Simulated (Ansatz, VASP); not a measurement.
**SnO2 in VASP and in Ansatz**

INCAR

```
SYSTEM = SnO2
PREC = Accurate
ENCUT = 600
EDIFF = 1E-6
ISMEAR = 0
SIGMA = 0.01
LREAL = .False.
LASPH = .True.
NELM = 80
ALGO = Normal
ISIF = 3
LWAVE = .False.
LCHARG = .False.
GGA = RE
IVDW = 12
IBRION = 2
NSW = 80
EDIFFG = -0.01
```

File KPOINTS:

```
regular mesh
0
Gamma
  6 6 8
  0 0 0
```

POSCAR

```
SnO2
1.0
    4.7380000000      0.0000000000      0.0000000000
    0.0000000000      4.7380000000      0.0000000000
    0.0000000000      0.0000000000      3.1865000000
Sn O
2 4
Direct
    0.0000000000      0.0000000000      0.0000000000
    0.5000000000      0.5000000000      0.5000000000
    0.3071000000      0.3071000000      0.0000000000
    0.1929000000      0.8071000000      0.5000000000
    0.6929000000      0.6929000000      0.0000000000
    0.8071000000      0.1929000000      0.5000000000
```

Input for Ansatz:

```yaml
crystal:
  lattice:
    a: 4.738
    b: 4.738
    c: 3.1865
    alpha: 90.0
    beta: 90.0
    gamma: 90.0
  space_group: 136
  setting:
    hermann_mauguin: P42/mnm
  atoms:
    - { symbol: Sn, position: [0.0, 0.0, 0.0] }
    - { symbol: O, position: [0.3071, 0.3071, 0.0] }
basis:
  ecutwfc: 510.0
kpoints:
  mp_grid:
    grid: [6, 6, 8]
hamiltonian:
  xc: revpbe
  dispersion: d3bj
scf:
  convergence:
    dr2_threshold: 1.0e-10
  occupations:
    method: fixed
relax:
  cell: {}
```

Alike in both runs: task relaxation of cell and atoms; functional revPBE; dispersion D3(BJ); k mesh 6 × 6 × 8; no spin polarisation.

|  | VASP | Ansatz |
| --- | --- | --- |
| version | VASP 6.6.1 | Ansatz 0.2.0 |
| potentials or method | VASP PAW PBE potentials, release 64 (Sn_d, O), cutoff 600 eV | plane waves, PAW |
| occupations | gaussian, width 0.01 eV | fixed |
| valence electrons in the cell | 52 | 52 |

```tsv
	VASP	Ansatz	Ansatz less VASP
relaxed volume (Å³/atom)	12.40	12.37	-0.022
relaxed cell length with the largest relative difference (Å)	3.237	3.231	-0.0052
```

VASP's potentials were made for PBE, not for revPBE.
